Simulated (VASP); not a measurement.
Wanted: the native input for a VASP 6.6.1 run.

```yaml
Task: single point
Functional: PBE
Potentials_or_basis: VASP PAW PBE potentials, release 64 (Si, Sb)
Cutoff: 520 eV
k_mesh: 6 × 6 × 4
Occupations: gaussian, width 0.1 eV
Spin: no spin polarisation
Dipole_correction: no
Further_INCAR_settings: ALGO = Normal; EDIFF = 1e-06; NBANDS = 17
```

The structure of SiSb lies in POSCAR:

```
SiSb
1.0
    3.7292626900      0.0000000000      0.0000000000
   -1.8646313500      3.2296362300      0.0000000000
    0.0000000000      0.0000000000      6.2137812200
Si Sb
2 2
Direct
    0.0000000000      0.0000000000      0.8025568000
    0.0000000000      0.0000000000      0.1974432000
    0.3333333300      0.6666666700      0.6146058900
    0.6666666700      0.3333333300      0.3853941100
```

The cell was built from a structure type or drawn by symmetry, and may not be a known phase.

These files were run (other wordings do the same):

INCAR

```
SYSTEM = SiSb
PREC = Accurate
ENCUT = 520
EDIFF = 1E-6
ISMEAR = 0
SIGMA = 0.1
LREAL = .FALSE.
LASPH = .TRUE.
NELM = 60
ALGO = Normal
ISIF = 2
LWAVE = .FALSE.
LCHARG = .FALSE.
GGA = PE
NBANDS = 17
```

KPOINTS

```
regular mesh
0
G
  6 6 4
  0 0 0
```

Potentials or basis: VASP PAW PBE potentials, release 64 (Si, Sb).

Command:

```sh
$ cat potpaw_PBE.64/Si/POTCAR potpaw_PBE.64/Sb/POTCAR > POTCAR
$ mpirun -np 1 vasp_std > vasp.out
```

Results of the run:

```yaml
Pressure: 51.2 GPa
Largest_force: 5.683 eV/Å
Band_gap_on_the_k_mesh: zero (bands 9 and 10 overlap by 1.49 eV)
```

Caveat: the cell stands under pressure; spin-orbit coupling is left out, which moves the levels of the heavy elements; forces of over 1 eV/Å act on the atoms, so gaps and moduli don't describe the material at rest.

Run time: 45 s on 1 thread of Intel Xeon 8259CL, with other jobs on the host, peak memory 0.19 GiB.
